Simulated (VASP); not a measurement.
# Zn in VASP: further runs, part 2 of 2

VASP 6.6.1.

## 3. Single point, PBE

INCAR reads:

```
SYSTEM = Zn
  PREC = Accurate
  ENCUT = 520
  EDIFF = 1E-6
  ISMEAR = -1
  SIGMA = 0.08
  LREAL = .FALSE.
  LASPH = .TRUE.
  NELM = 100
  ALGO = Normal
  ISIF = 2
  LWAVE = .FALSE.
  LCHARG = .TRUE.
  LDIPOL = .TRUE.
  IDIPOL = 3
  DIPOL = 0.5 0.5 0.500
  GGA = PE
  LELF = .TRUE.
  LVHAR = .TRUE.
  LVACPOTAV = .TRUE.
  NBANDS = 45
  EFIELD = -0.1
```

KPOINTS reads:

```
regular mesh
0
G
  16 16 1
  0 0 0
```

POSCAR reads:

```
Zn
1.0
    2.6356265446      0.0000000000      0.0000000000
   -1.3178132723      2.2825195426      0.0000000000
    0.0000000000      0.0000000000     28.7313000000
Zn
6
Direct
    0.8333333333      0.1666666667      0.2835601836
    0.1666666667      0.8333333333      0.3713961366
    0.8333333333      0.1666666667      0.4565703417
    0.1666666667      0.8333333333      0.5434296584
    0.8333333333      0.1666666667      0.6286038638
    0.1666666667      0.8333333333      0.7164398159
```

Potentials or basis: VASP PAW PBE potentials, release 64 (Zn).

Run with:

```
cat potpaw_PBE.64/Zn/POTCAR > POTCAR
mpirun -np 1 vasp_std > vasp.out
```

OUTCAR:

```text
SYSTEM = Zn
   PREC = Accurate
   ENCUT = 520
   EDIFF = 1E-6
   ISMEAR = -1
   LREAL = .FALSE.
   LASPH = .TRUE.
   NELM = 100
   ISIF = 2
   GGA = PE

 ion  position               nearest neighbor table
   1  0.833  0.167  0.284-   2 2.95   2 2.95   2 2.95
   2  0.167  0.833  0.371-   3 2.88   3 2.88   3 2.88   1 2.95   1 2.95   1 2.95
   3  0.833  0.167  0.457-   2 2.88   2 2.88   2 2.88   4 2.92   4 2.92   4 2.92
   4  0.167  0.833  0.543-   5 2.88   5 2.88   5 2.88   3 2.92   3 2.92   3 2.92
   5  0.833  0.167  0.629-   4 2.88   4 2.88   4 2.88   6 2.95   6 2.95   6 2.95
   6  0.167  0.833  0.716-   5 2.95   5 2.95   5 2.95

  LATTYP: Found a hexagonal cell.
 ALAT       =     2.6356265446
 C/A-ratio  =    10.9011271187

  Lattice vectors:

 A1 = (   2.6356265446,   0.0000000000,   0.0000000000)
 A2 = (  -1.3178132723,   2.2825195426,   0.0000000000)
 A3 = (   0.0000000000,   0.0000000000,  28.7313000000)

Analysis of symmetry for initial positions (statically):
=====================================================================
[... 183 lines left out ...]
  free energy    TOTEN  =        -6.43134188 eV

  energy without entropy =       -6.40367184  energy(sigma->0) =       -6.41750686

 E-fermi :  -0.3858     XC(G=0):  -6.6128

 val. band max:       -0.4187229047   @ k =   0.3750   0.1250   0.0000
 cond. band min:      -0.2276731293   @ k =   0.2500   0.0625   0.0000
 fundamental gap:      0.1910497754
 Fermi energy:        -0.3858067895

 k-point     1 :       0.0000    0.0000    0.0000
  band No.  band energies     occupation
      1     -10.6535      2.00000
      2     -10.1867      2.00000
      3      -9.5577      2.00000
      4      -9.1299      2.00000
      5      -8.9128      2.00000
      6      -8.9083      2.00000
[... 1141 lines left out ...]
     44       5.8672      0.00000
     45       6.0693      0.00000

 [... further k-points ...]
[... 5 lines left out ...]
  --------------------------------------------------------------------------------------
  -------------------------------------------------------------------------------------
  Total        0.2052593      0.2052593      0.0888125      0.0000000      0.0000000      0.0000000
  in kB        1.9026534      1.9026534      0.8232484      0.0000000      0.0000000      0.0000000
  external PRESSURE =       1.5428517 kB  Pullay stress =       0.0000000 kB

 VOLUME and BASIS-vectors are now :
 -----------------------------------------------------------------------------
  energy-cutoff  :      520.00
  volume of cell :      172.84
      direct lattice vectors                 reciprocal lattice vectors
     2.635626545  0.000000000  0.000000000     0.379416425  0.219056175  0.000000000
    -1.317813272  2.282519543  0.000000000     0.000000000  0.438112350  0.000000000
     0.000000000  0.000000000 28.731300000     0.000000000  0.000000000  0.034805247

 POSITION                                       TOTAL-FORCE (eV/Angst)
 -----------------------------------------------------------------------------------
      1.97672      0.38042      8.14705        -0.000000      0.000000     -0.004199
     -0.65891      1.90210     10.67069        -0.000000      0.000000     -0.007590
      1.97672      0.38042     13.11786        -0.000000      0.000000      0.000228
     -0.65891      1.90210     15.61344        -0.000000     -0.000000     -0.000582
      1.97672      0.38042     18.06061        -0.000000      0.000000      0.004791
     -0.65891      1.90210     20.58425         0.000000      0.000000      0.007352
 -----------------------------------------------------------------------------------
    total drift:                               -0.000000      0.000000      0.000114

  FREE ENERGIE OF THE ION-ELECTRON SYSTEM (eV)
  ---------------------------------------------------
  free  energy   TOTEN  =        -6.4313418756 eV

  energy  without entropy=       -6.4036718356  energy(sigma->0) =       -6.41750686

 vacuum level on the upper side and lower side of the slab         4.164         3.322
```

OSZICAR:

```text
N       E                     dE             d eps       ncg     rms          rms(c)
DAV:   1     0.498903600738E+03    0.49890E+03   -0.35432E+04  2700   0.207E+03
DAV:   2     0.406879364054E+02   -0.45822E+03   -0.44687E+03  2705   0.445E+02
DAV:   3    -0.617955134862E+01   -0.46867E+02   -0.46508E+02  2911   0.155E+02
[... 20 lines left out ...]
DAV:  24    -0.643133676060E+01   -0.44254E-05   -0.38930E-07  1821   0.159E-02    0.114E-03
DAV:  25    -0.643133836926E+01   -0.16087E-05   -0.12368E-07  1748   0.564E-03    0.753E-04
DAV:  26    -0.643133972153E+01   -0.13523E-05   -0.40354E-08  1632   0.502E-03    0.420E-04
DAV:  27    -0.643134142535E+01   -0.17038E-05   -0.55966E-08  1679   0.334E-03    0.243E-04
DAV:  28    -0.643134187557E+01   -0.45023E-06   -0.21532E-08  1653   0.262E-03
   1 F= -.64313419E+01 E0= -.64175069E+01  d E =-.276700E-01
```

stdout:

```text
POSCAR found type information on POSCAR Zn
 POSCAR found :  1 types and       6 ions
 scaLAPACK will be used
 LDA part: xc-table for (Slater+PW92), standard interpolation
 POSCAR, INCAR and KPOINTS ok, starting setup
 FFT: planning ... GRIDC
 FFT: planning ... GRID_SOFT
 FFT: planning ... GRID
 WAVECAR not read
 entering main loop
 -----------------------------------------------------------------------------
|                                                                             |
|           W    W    AA    RRRRR   N    N  II  N    N   GGGG   !!!           |
|           W    W   A  A   R    R  NN   N  II  NN   N  G    G  !!!           |
|           W    W  A    A  R    R  N N  N  II  N N  N  G       !!!           |
|           W WW W  AAAAAA  RRRRR   N  N N  II  N  N N  G  GGG   !            |
|           WW  WW  A    A  R   R   N   NN  II  N   NN  G    G                |
|           W    W  A    A  R    R  N    N  II  N    N   GGGG   !!!           |
|                                                                             |
|     Did not find any points to average over, which means that no vacuum     |
|     field-free region was found. Please increase the size of  your cell     |
|     in the dimension of the dipole correction to obtain accurate            |
|     workfunction values.                                                    |
|                                                                             |
 -----------------------------------------------------------------------------
```

Run time: 12 min. Hardware: 1 thread of Intel Xeon 8259CL, shared host; peak memory 0.38 GiB.

Results:

```
Free energy            : -6.4313 eV
Largest force          : 0.008 eV/Å
Band gap on the k mesh : zero (band 36 reaches 0.86 eV, above the bottom of band 37 at -3.16 eV)
```

Forces on the atoms (eV/Å):
```
Zn   0.000  0.000 -0.004
Zn   0.000  0.000 -0.008
Zn   0.000  0.000  0.000
Zn   0.000  0.000 -0.001
Zn   0.000  0.000  0.005
Zn   0.000  0.000  0.007
```

Levels at points of the mesh, in eV from the Fermi level:
```tsv
k point	band 34	band 35	band 36	band 37	band 38	band 39
(0.00, 0.00, 0.00)	-6.88	-5.88	-4.23	-2.77	-0.57	1.51
(0.50, 0.00, 0.00)	-1.79	-1.35	-1.26	0.58	0.74	1.31
```

## 4. Single point, PBE

INCAR reads:

```
ALGO = Normal ; DIPOL = 0.5 0.5 0.500
EDIFF = 1E-6 ; EFIELD = -0.1
ENCUT = 520 ; GGA = PE
IDIPOL = 3 ; ISIF = 2
ISMEAR = -1 ; LASPH = True
LCHARG = False ; LDIPOL = True
LREAL = False ; LWAVE = False
NBANDS = 45 ; NELM = 100
PREC = Accurate ; SIGMA = 0.08
```

KPOINTS reads:

```
k-points
0
Gamma
  16 16 1
```

POSCAR is that of step 3.

Potentials or basis: VASP PAW PBE potentials, release 64 (Zn).

Run with:

```
cat potpaw_PBE.64/Zn/POTCAR > POTCAR
mpirun -np 1 vasp_std > vasp.out
```

OUTCAR:

```text
EDIFF = 1E-6
   ENCUT = 520
   GGA = PE
   ISIF = 2
   ISMEAR = -1
   LASPH = True
   LREAL = False
   NELM = 100
   PREC = Accurate

 ion  position               nearest neighbor table
   1  0.833  0.167  0.284-   2 2.95   2 2.95   2 2.95
   2  0.167  0.833  0.371-   3 2.88   3 2.88   3 2.88   1 2.95   1 2.95   1 2.95
   3  0.833  0.167  0.457-   2 2.88   2 2.88   2 2.88   4 2.92   4 2.92   4 2.92
   4  0.167  0.833  0.543-   5 2.88   5 2.88   5 2.88   3 2.92   3 2.92   3 2.92
   5  0.833  0.167  0.629-   4 2.88   4 2.88   4 2.88   6 2.95   6 2.95   6 2.95
   6  0.167  0.833  0.716-   5 2.95   5 2.95   5 2.95

  LATTYP: Found a hexagonal cell.
 ALAT       =     2.6356265446
 C/A-ratio  =    10.9011271187

  Lattice vectors:
[... 1363 lines left out ...]
  Total        0.2052593      0.2052593      0.0888125      0.0000000      0.0000000      0.0000000
  in kB        1.9026534      1.9026534      0.8232484      0.0000000      0.0000000      0.0000000
  external PRESSURE =       1.5428517 kB  Pullay stress =       0.0000000 kB

 VOLUME and BASIS-vectors are now :
 -----------------------------------------------------------------------------
  energy-cutoff  :      520.00
  volume of cell :      172.84
      direct lattice vectors                 reciprocal lattice vectors
     2.635626545  0.000000000  0.000000000     0.379416425  0.219056175  0.000000000
    -1.317813272  2.282519543  0.000000000     0.000000000  0.438112350  0.000000000
     0.000000000  0.000000000 28.731300000     0.000000000  0.000000000  0.034805247

 POSITION                                       TOTAL-FORCE (eV/Angst)
 -----------------------------------------------------------------------------------
      1.97672      0.38042      8.14705        -0.000000      0.000000     -0.004199
     -0.65891      1.90210     10.67069        -0.000000      0.000000     -0.007590
      1.97672      0.38042     13.11786        -0.000000      0.000000      0.000228
     -0.65891      1.90210     15.61344        -0.000000     -0.000000     -0.000582
      1.97672      0.38042     18.06061        -0.000000      0.000000      0.004791
     -0.65891      1.90210     20.58425         0.000000      0.000000      0.007352
 -----------------------------------------------------------------------------------
    total drift:                               -0.000000      0.000000      0.000114

  FREE ENERGIE OF THE ION-ELECTRON SYSTEM (eV)
  ---------------------------------------------------
  free  energy   TOTEN  =        -6.4313418756 eV

  energy  without entropy=       -6.4036718356  energy(sigma->0) =       -6.41750686

 vacuum level on the upper side and lower side of the slab         4.238         2.960
```

Wall time 12 min (1 thread of Intel Xeon 8259CL, shared host); peak memory 0.37 GiB.

Results:

- Free energy: -6.4313 eV
- Largest force: 0.008 eV/Å
- Band gap on the k mesh: zero (band 36 reaches 0.86 eV, above the bottom of band 37 at -3.16 eV)

Forces in eV/Å, atoms in the order of the input:
```
Zn   0.000  0.000 -0.004
Zn   0.000  0.000 -0.008
Zn   0.000  0.000  0.000
Zn   0.000  0.000 -0.001
Zn   0.000  0.000  0.005
Zn   0.000  0.000  0.007
```

Levels at points of the mesh, in eV from the Fermi level:
| k point | band 33 | band 34 | band 35 | band 36 | band 37 | band 38 | band 39 | band 40 |
| --- | --- | --- | --- | --- | --- | --- | --- | --- |
| (0.00, 0.00, 0.00) | -6.88 | -6.88 | -5.88 | -4.23 | -2.77 | -0.57 | 1.51 | 3.17 |
| (0.50, 0.00, 0.00) | -1.90 | -1.79 | -1.35 | -1.26 | 0.58 | 0.74 | 1.31 | 1.70 |
